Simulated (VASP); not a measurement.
# Zr12H (a cell with a defect) in VASP: further runs, part 2 of 2

VASP 6.6.1.

## Step 3: Single point, PBE

File INCAR:

```
ALGO = Normal
EDIFF = 1E-6
ENCUT = 520
GGA = PE
ISIF = 2
ISMEAR = 0
LASPH = T
LCHARG = F
LREAL = F
LWAVE = F
NBANDS = 84
NELM = 80
PREC = Accurate
SIGMA = 0.05
```

File KPOINTS:

```
k-points
0
Gamma
  3 2 3
```

File POSCAR:

```
Zr12H
1.0
    6.4600000000      0.0000000000      0.0000000000
   -4.8450000000      8.3917860000      0.0000000000
    0.0000000000      0.0000000000      5.1453900000
Zr H
12 1
Direct
    0.0044889986      0.0038391484      0.0027039740
    0.1722341738      0.2254857383      0.4805053148
   -0.0017559335      0.3315760557     -0.0108943634
    0.1628104365      0.5523402356      0.5041318197
   -0.0009594241      0.6662303696      0.0034510147
    0.1657581864      0.8903185372      0.4987713285
    0.4967397921      0.0036205005      0.0099781675
    0.6668150753      0.2219635021      0.4914637377
    0.5029274939      0.3348591694     -0.0151295049
    0.6686591355      0.5546633120      0.5043578564
    0.4946925393      0.6601704087      0.0187911524
    0.6650102768      0.8885871123      0.4966283621
    0.6624787496      0.8867321102      0.8863773404
```

Potentials or basis: VASP PAW PBE potentials, release 64 (Zr_sv, H).

Launch:

```console
> cat potpaw_PBE.64/Zr_sv/POTCAR potpaw_PBE.64/H/POTCAR > POTCAR
> mpirun -np 1 vasp_std > vasp.out
```

OUTCAR:

```text
EDIFF = 1E-6
   ENCUT = 520
   GGA = PE
   ISIF = 2
   ISMEAR = 0
   LASPH = T
   LREAL = F
   NELM = 80
   PREC = Accurate

 ion  position               nearest neighbor table
   1  0.004  0.004  0.003-  13 2.01   2 3.08   6 3.16  12 3.17   7 3.18   6 3.19   3 3.20   9 3.22
                            12 3.22   5 3.25   2 3.27   7 3.28  11 3.31
   2  0.172  0.225  0.481-   1 3.08   3 3.14   9 3.15   9 3.19   4 3.20  10 3.20   8 3.21   3 3.21
                             6 3.23   8 3.25   1 3.27  12 3.27
   3  0.998  0.332  0.989-   4 3.11   2 3.14   8 3.16   8 3.18   1 3.20  11 3.20   7 3.21   2 3.21
                             9 3.22   4 3.23   5 3.24   9 3.24
   4  0.163  0.552  0.504-   3 3.11  11 3.11   5 3.18   5 3.18   2 3.20   8 3.20  10 3.20   3 3.23
                            11 3.23  12 3.25  10 3.26   6 3.27
   5  0.999  0.666  0.003-  10 3.16   6 3.17  10 3.17   4 3.18   4 3.18   6 3.21   9 3.21  11 3.23
                            11 3.23   3 3.24   7 3.24   1 3.25
[... 1104 lines left out ...]

------------------------ aborting loop because EDIFF is reached ----------------------------------------

  FORCE on cell =-STRESS in cart. coord.  units (eV):
  Direction    XX          YY          ZZ          XY          YZ          ZX
  --------------------------------------------------------------------------------------
  -------------------------------------------------------------------------------------
  Total        3.5805022      3.4817378      4.1670729      0.1539253     -0.1117710      0.1105135
  in kB       20.5659752     19.9986843     23.9351671      0.8841286     -0.6419994      0.6347763
  external PRESSURE =      21.4999422 kB  Pullay stress =       0.0000000 kB

 VOLUME and BASIS-vectors are now :
 -----------------------------------------------------------------------------
  energy-cutoff  :      520.00
  volume of cell :      278.94
      direct lattice vectors                 reciprocal lattice vectors
     6.460000000  0.000000000  0.000000000     0.154798762  0.089373108  0.000000000
    -4.845000000  8.391786000  0.000000000     0.000000000  0.119164145  0.000000000
     0.000000000  0.000000000  5.145390000     0.000000000  0.000000000  0.194348728

 POSITION                                       TOTAL-FORCE (eV/Angst)
 -----------------------------------------------------------------------------------
      0.01040      0.03222      0.01391        -0.000761      0.010237     -0.006088
      0.02015      1.89223      2.47239         0.006097      0.006464     -0.002949
      4.84217      2.78252      5.08933         0.018512      0.007406     -0.017530
     -1.62433      4.63512      2.59395        -0.012047      0.015886      0.014772
      3.22592      5.59086      0.01776         0.019384      0.004313     -0.014865
     -3.24280      7.47136      2.56637         0.013748     -0.027335     -0.007960
      3.19140      0.03038      0.05134        -0.020446     -0.010158      0.022792
      3.23221      1.86267      2.52877        -0.003881     -0.000642     -0.006398
      1.62652      2.81007      5.06754        -0.007766     -0.000092     -0.011883
      1.63219      4.65462      2.59512        -0.000091     -0.010292      0.002444
     -0.00281      5.54001      0.09669        -0.004969     -0.011170      0.019279
     -0.00924      7.45683      2.55535        -0.007525      0.011009      0.010473
     -0.01660      7.44127      4.56076        -0.000255      0.004375     -0.002088
 -----------------------------------------------------------------------------------
    total drift:                               -0.000059      0.000077      0.000004

  FREE ENERGIE OF THE ION-ELECTRON SYSTEM (eV)
  ---------------------------------------------------
  free  energy   TOTEN  =      -105.7502493557 eV

  energy  without entropy=     -105.7138689657  energy(sigma->0) =     -105.73205916
```

stdout:

```text
POSCAR found type information on POSCAR ZrH
 POSCAR found :  2 types and      13 ions
 scaLAPACK will be used
 LDA part: xc-table for (Slater+PW92), standard interpolation
 -----------------------------------------------------------------------------
|                                                                             |
|           W    W    AA    RRRRR   N    N  II  N    N   GGGG   !!!           |
|           W    W   A  A   R    R  NN   N  II  NN   N  G    G  !!!           |
|           W    W  A    A  R    R  N N  N  II  N N  N  G       !!!           |
|           W WW W  AAAAAA  RRRRR   N  N N  II  N  N N  G  GGG   !            |
|           WW  WW  A    A  R   R   N   NN  II  N   NN  G    G                |
|           W    W  A    A  R    R  N    N  II  N    N   GGGG   !!!           |
|                                                                             |
|     Your reciprocal lattice and k-lattice belong to different lattice       |
|     classes:                                                                |
|                                                                             |
|        The reciprocal lattice is simple monoclinic,                         |
|        whereas your k-lattice is hexagonal.                                 |
|                                                                             |
|     Results are often still useful ...                                      |
|                                                                             |
 -----------------------------------------------------------------------------

 POSCAR, INCAR and KPOINTS ok, starting setup
 FFT: planning ... GRIDC
 FFT: planning ... GRID_SOFT
 FFT: planning ... GRID
 WAVECAR not read
 entering main loop
```

Wall time 11 min (1 thread of Oxide Virtual Turin-like, shared host); peak memory 0.38 GiB.

What came out:

```yaml
Free_energy: -105.7502 eV
Pressure: 2.1 GPa
Largest_force: 0.032 eV/Å
Band_gap_on_the_k_mesh: zero (an odd number of electrons rules out a gap without spin polarisation)
```

Forces on the atoms (eV/Å):
```
Zr  -0.001  0.010 -0.006
Zr   0.006  0.006 -0.003
Zr   0.019  0.007 -0.018
Zr  -0.012  0.016  0.015
Zr   0.019  0.004 -0.015
Zr   0.014 -0.027 -0.008
Zr  -0.020 -0.010  0.023
Zr  -0.004 -0.001 -0.006
Zr  -0.008  0.000 -0.012
Zr   0.000 -0.010  0.002
Zr  -0.005 -0.011  0.019
Zr  -0.008  0.011  0.010
H    0.000  0.004 -0.002
```

Stress tensor (GPa, compression positive):
```
 2.06  0.09  0.06
 0.09  2.00 -0.06
 0.06 -0.06  2.39
```

Caveat: the k points lie up to 0.41 Å⁻¹ apart, too coarse for converged energies and pressures of a metal.

## Step 4: Single point, PBE

File INCAR:

```
SYSTEM = Zr12H
ALGO = Normal
EDIFF = 1E-7
ENCUT = 520
GGA = PE
ISIF = 2
ISMEAR = 0
LASPH = .True.
LCHARG = .False.
LREAL = .False.
LWAVE = .False.
NBANDS = 84
NELM = 60
PREC = Accurate
SIGMA = 0.05
```

File KPOINTS:

```
k-points
0
Gamma
  3 2 3
  0 0 0
```

File POSCAR:

```
Zr12H
1.0
    6.4600000000      0.0000000000      0.0000000000
   -4.8450000000      8.3917860000      0.0000000000
    0.0000000000      0.0000000000      5.1453900000
Zr H
12 1
Direct
    0.0065600622      0.0032942332     -0.0019650486
    0.1734367013      0.2250036353      0.5210074742
   -0.0008040972      0.3310951291      0.0115590227
    0.1622643323      0.5522158484      0.4942726810
   -0.0012481444      0.6650748163     -0.0037582523
    0.1658026808      0.8884989871      0.5016114364
    0.4981228046      0.0028761229     -0.0116836159
    0.6662326769      0.2213271164      0.5082068877
    0.5036070669      0.3343244228      0.0151526642
    0.6682628869      0.5541002898      0.4942255593
    0.4947634492      0.6595612400     -0.0219137780
    0.6674960216      0.8890142076      0.5015382537
    0.6638049488      0.8860890411      1.1115903255
```

Launch:

```console
> cat potpaw_PBE.64/Zr_sv/POTCAR potpaw_PBE.64/H/POTCAR > POTCAR
> mpirun -np 1 vasp_std > vasp.out
```

Wall time 10 min (1 thread of Oxide Virtual Turin-like, shared host); peak memory 0.39 GiB.

The run converged. Its results:

```
Free energy            : -105.7509 eV
Pressure               : 2.2 GPa
Largest force          : 0.019 eV/Å
Band gap on the k mesh : zero (an odd number of electrons rules out a gap without spin polarisation)
```

Forces in eV/Å, atoms in the order of the input:
```
Zr  -0.008  0.009  0.001
Zr  -0.001  0.003 -0.009
Zr   0.017 -0.003  0.008
Zr   0.003  0.006  0.000
Zr   0.006  0.014  0.007
Zr   0.013 -0.002  0.002
Zr  -0.012 -0.009 -0.008
Zr   0.001 -0.002 -0.002
Zr  -0.002  0.004  0.008
Zr  -0.002 -0.016 -0.001
Zr  -0.009 -0.005 -0.011
Zr  -0.008 -0.001 -0.002
H    0.002  0.002  0.008
```

Stress tensor (GPa, compression positive):
```
 2.06  0.09 -0.09
 0.09  1.95  0.04
-0.09  0.04  2.45
```

Levels at points of the mesh, in eV from the Fermi level:
| k point | band 68 | band 69 | band 70 | band 71 | band 72 | band 73 | band 74 | band 75 | band 76 | band 77 |
| --- | --- | --- | --- | --- | --- | --- | --- | --- | --- | --- |
| (0.00, 0.00, 0.00) | -0.62 | -0.46 | -0.24 | 0.12 | 0.22 | 0.49 | 0.54 | 0.74 | 0.79 | 0.80 |
| (0.00, 0.50, 0.00) | -0.27 | -0.22 | -0.15 | -0.06 | 0.07 | 0.17 | 0.24 | 0.50 | 0.52 | 0.62 |

Caveat: the k points lie up to 0.41 Å⁻¹ apart, too coarse for converged energies and pressures of a metal.

## Step 5: The runs side by side

| cell | gap on the mesh (eV) | pressure (GPa) | largest force (eV/Å) |
| --- | --- | --- | --- |
| as given, atomic positions A | none | 2.2 | 0.32 |
| as given, atomic positions B | none | 2.1 | 0.03 |
| as given, atomic positions C | none | 2.2 | 0.02 |

Alike in all rows: task single point; level PBE; potentials or basis VASP PAW PBE potentials, release 64 (Zr_sv, H); no spin polarisation; k mesh 3 × 2 × 3; cutoff (eV) 520; smearing gaussian 0.05 eV.

Caveats: all runs use coarse meshes.

Absolute energies hang on the potentials; compare differences alone.
